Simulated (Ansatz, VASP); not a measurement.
Two plane-wave programs on TiC

```
Ti C
1.0
     0.00000    2.19646    2.09908
     2.19646    0.00000    2.09908
     2.19646    2.19646    0.00000
Ti C
1 1
Direct
  0.00000 0.00000 0.00000
  0.50000 0.50000 0.50000
```

Change from the starting cell: strain +0.015 along x and y, -0.030 along z, atoms carried along.

Alike in both runs: task single point; functional r2SCAN; k mesh 18 × 18 × 18; occupations gaussian, width 0.15 eV; no spin polarisation.

|  | VASP | Ansatz |
| --- | --- | --- |
| version | VASP 6.6.1 | Ansatz 0.2.0 |
| potentials or method | VASP PAW PBE potentials, release 64 (Ti_sv, C), cutoff 520 eV | scalar-relativistic, plane waves, PAW |
| valence electrons in the cell | 16 | 16 |

VASP gave:

* gap on the k mesh at the Fermi level (eV): none
* pressure (GPa): 2.1
* traceless stress, the component that is largest in VASP (GPa): 13.31

Question: Which values does Ansatz return?

Answer: gap on the k mesh at the Fermi level (eV): none; pressure (GPa): 1.2; traceless stress, the component that is largest in VASP (GPa): 13.15.

VASP's potentials were made for PBE, not for r2SCAN. A gap of «none» marks a metal or a gap that the smearing closes. With one functional, cell and mesh, what is left measures potentials, basis and numerics.
